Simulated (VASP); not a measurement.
Wanted: the native input for a VASP 6.6.1 run.

```yaml
Task: single point
Functional: PBE
Potentials_or_basis: VASP PAW PBE potentials, release 64 (Ti_sv)
Cutoff: 520 eV
k_mesh: 26 × 26 × 26
Occupations: gaussian, width 0.15 eV
Spin: no spin polarisation
Dipole_correction: no
Further_INCAR_settings: ALGO = Fast; EDIFF = 1e-06; NBANDS = 12
```

The structure of Ti lies in POSCAR:

```
Ti
1.0
   -1.6277527636      1.7091404018      1.6277527636
    1.6277527636     -1.7091404018      1.6277527636
    1.6277527636      1.7091404018     -1.6277527636
Ti
1
Direct
    0.0000000000      0.0000000000      0.0000000000
```

This cell differs from its parent crystal: strain +0.0500 x Voigt [0, 1, 0, 0, 0, 0].

One way to write it, as run:

INCAR

```
PREC = Accurate
ENCUT = 520
EDIFF = 1E-6
ISMEAR = 0
SIGMA = 0.15
LREAL = F
LASPH = T
NELM = 100
ALGO = Fast
ISIF = 2
LWAVE = F
LCHARG = F
GGA = PE
NBANDS = 12
```

KPOINTS

```
regular mesh
0
Gamma
  26 26 26
```

Potentials or basis: VASP PAW PBE potentials, release 64 (Ti_sv).

The run is started by

```sh
$ cat potpaw_PBE.64/Ti_sv/POTCAR > POTCAR
$ mpirun -np 1 vasp_std > vasp.out
```

Results of the run:

The pressure is -4.9 GPa and the band gap on the k mesh is zero (bands 6 and 7 overlap by 1.55 eV).

Caveat: the cell differs from its parent crystal (strain +0.0500 x Voigt [0, 1, 0, 0, 0, 0]); the cell stands under tension.

Wall time 16 min on 1 thread of AMD EPYC 7R13, on a shared host, peak memory 0.35 GiB.
